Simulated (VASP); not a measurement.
The system is Ge2As3.

```
Ge As
1.0
     3.87325    0.00000    0.00000
     0.00000    3.87325    0.00000
     0.00000    0.00000    8.46640
Ge As
2 3
Direct
  0.00000 0.50000 0.50000
  0.50000 0.00000 0.50000
  0.50000 0.50000 0.00000
  0.00000 0.00000 0.84202
  0.00000 0.00000 0.15798
```

The cell was generated, and may not be a known phase.

* Program: VASP 6.6.1
* Task: relaxation of cell and atoms
* Functional: PBE
* Potentials or basis: VASP PAW PBE potentials, release 64 (Ge_d, As)
* Cutoff: 600 eV
* k mesh: 4 × 4 × 2
* Occupations: gaussian, width 0.1 eV
* Spin: no spin polarisation

At the start: pressure -7.9 GPa; volume 25.40 Å³/atom.

Task: Where does the relaxation end?

Result: Over 7 steps the energy falls by 126.1 meV/atom and the volume is 21.04 Å³/atom (-17.2 %); space group P4/mmm (No. 123, to 0.1 Å) before and after.

Step by step:
| step | energy change (eV) | largest force (eV/Å) | pressure (GPa) | volume (Å³) |
| --- | --- | --- | --- | --- |
| 1 | 0.0000 | 0.6530 | -7.94 | 127.01 |
| 2 | -0.5449 | 0.7750 | 1.70 | 105.25 |
| 3 | -0.5621 | 0.4919 | -0.22 | 108.08 |
| 4 | -0.5910 | 0.3833 | -0.31 | 107.04 |
| 5 | -0.6298 | 0.0416 | 0.40 | 103.94 |
| 6 | -0.6302 | 0.0037 | 0.32 | 104.26 |
| 7 | -0.6305 | 0.0206 | -0.23 | 105.19 |

Final structure:
```cif
data_structure
_symmetry_space_group_name_H-M 'P 1'
_symmetry_Int_Tables_number 1
_cell_length_a 3.6895
_cell_length_b 3.6895
_cell_length_c 7.7279
_cell_angle_alpha 90.000
_cell_angle_beta 90.000
_cell_angle_gamma 90.000
_cell_volume 105.19
loop_
_atom_site_label
_atom_site_type_symbol
_atom_site_fract_x
_atom_site_fract_y
_atom_site_fract_z
_atom_site_occupancy
Ge1 Ge 0.00000 0.50000 0.50000 1
Ge2 Ge 0.50000 0.00000 0.50000 1
As1 As 0.50000 0.50000 0.00000 1
As2 As 0.00000 0.00000 0.83488 1
As3 As 0.00000 0.00000 0.16512 1
```

Caveat: the k points lie up to 0.43 Å⁻¹ apart in the final cell; the volume moved by over 15 % at a fixed basis, so the end points are rough; the highest band is partly filled, so the run has too few bands.
